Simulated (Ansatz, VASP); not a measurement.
## One calculation of Ge3Pt, two programs

The input INCAR:

```
PREC     = Accurate       # precision mode
ENCUT    = 520            # plane-wave cutoff, eV
EDIFF    = 1E-6           # SCF threshold, eV
ISMEAR   = 0              # smearing method
SIGMA    = 0.1            # smearing width, eV
LREAL    = F              # projectors in reciprocal space
LASPH    = T              # aspherical terms in the spheres
NELM     = 100            # most SCF steps
ALGO     = Normal         # electronic algorithm
ISIF     = 2              # what is computed and relaxed
LWAVE    = F              # write WAVECAR
LCHARG   = T              # write CHGCAR
GGA      = PE             # functional
LELF     = T              # ELF
LVHAR    = T            
NBANDS   = 62             # bands
```

KPOINTS

```
Automatic mesh
0
Gamma
  4 4 4
```

File POSCAR:

```
Ge3Pt
1.0
    5.1100497000      0.0000000000      0.0000000000
    0.0000000000      5.1100497000      0.0000000000
    0.0000000000      0.0000000000      5.5810745400
Ge Pt
6 2
Direct
    0.0000000000      0.5000000000      0.7084458100
    0.5000000000      0.0000000000      0.2915541900
    0.5000000000      0.0000000000      0.7915541900
    0.0000000000      0.5000000000      0.2084458100
    0.0000000000      0.0000000000      0.0000000000
    0.5000000000      0.5000000000      0.5000000000
    0.0000000000      0.0000000000      0.5000000000
    0.5000000000      0.5000000000      0.0000000000
```

Input for Ansatz:

```yaml
crystal:
  lattice:
    - [5.1100497, 0.0, 0.0]
    - [0.0, 5.1100497, 0.0]
    - [0.0, 0.0, 5.58107454]
  atoms:
    - { symbol: Ge, position: [0.0, 0.5, 0.70844581] }
    - { symbol: Ge, position: [0.5, 0.0, 0.29155419] }
    - { symbol: Ge, position: [0.5, 0.0, 0.79155419] }
    - { symbol: Ge, position: [0.0, 0.5, 0.20844581] }
    - { symbol: Ge, position: [0.0, 0.0, 0.0] }
    - { symbol: Ge, position: [0.5, 0.5, 0.5] }
    - { symbol: Pt, position: [0.0, 0.0, 0.5] }
    - { symbol: Pt, position: [0.5, 0.5, 0.0] }
basis:
  ecutwfc: 420
kpoints:
  mp_grid: { grid: [4, 4, 4] }
hamiltonian:
  xc: pbe
scf:
  occupations: { method: gaussian, width: 0.1 }
  lower_state_search: "off"
output:
  forces: true
  stress: true
  eigenvalues: true
```

Alike in both runs: task single point; functional PBE; k mesh 4 × 4 × 4; occupations gaussian, width 0.1 eV; no spin polarisation.

|  | VASP | Ansatz |
| --- | --- | --- |
| version | VASP 6.6.1 | Ansatz 0.2.0 |
| potentials or method | VASP PAW PBE potentials, release 64 (Ge_d, Pt), cutoff 520 eV | scalar-relativistic, plane waves, PAW |
| valence electrons in the cell | 104 | 120 |

Ansatz gave:

- gap on the k mesh at the Fermi level (eV): none
- pressure (GPa): -2.4
- traceless stress, the component that is largest in VASP (GPa): -1.65
- rms of the force components (eV/Å): 0.077

Q: Which values does VASP return?

A: gap on the k mesh at the Fermi level (eV): none; pressure (GPa): -2.4; traceless stress, the component that is largest in VASP (GPa): -1.63; rms of the force components (eV/Å): 0.076.

Atom by atom the forces differ by 0.001 eV/Å (rms over components). A gap of «none» marks a metal or a gap that the smearing closes. VASP's potentials hold 104 valence electrons a cell and Ansatz's 120, so a difference there can come from the potentials and not from the codes.

Neither program's run includes spin-orbit coupling.
